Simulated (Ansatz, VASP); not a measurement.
**One calculation of La2O3, two programs**

```
La O
1.0
     3.93520    0.00000    0.00000
    -1.96760    3.40798    0.00000
     0.00000    0.00000    6.12577
La O
2 3
Direct
  0.66667 0.33333 0.75180
  0.33333 0.66667 0.24820
  0.66667 0.33333 0.35553
  0.33333 0.66667 0.64447
  0.00000 0.00000 0.00000
```

Change from the starting cell: strained cell.

Alike in both runs: functional LDA; k mesh 9 × 9 × 4; occupations gaussian, width 0.02 eV; no spin polarisation.

Ansatz relaxed the structure, and its values are those at the end. VASP's run is a single point on that final structure, the one shown.

|  | VASP | Ansatz |
| --- | --- | --- |
| version | VASP 6.6.1 | Ansatz 0.2.0 |
| potentials or method | VASP PAW LDA potentials, release 64 (La, O), cutoff 520 eV | scalar-relativistic, plane waves, PAW |
| valence electrons in the cell | 40 | 40 |

```csv
,VASP,Ansatz,Ansatz less VASP
gap on the k mesh at the Fermi level (eV),3.69,3.70,+0.011
least direct gap on the mesh (eV),3.81,3.82,+0.010
pressure (GPa),-6.6,-6.5,+0.05
rms of the force components (eV/Å),0.004,0.000,-0.0034
```

Ansatz warns that its potentials were made for another functional, while VASP's fit it. LDA's correlation is that of Perdew and Zunger in VASP and of Perdew and Wang (1992) in Ansatz. Ansatz's warnings: stress scf threshold loose.

Spin-orbit coupling is off throughout.
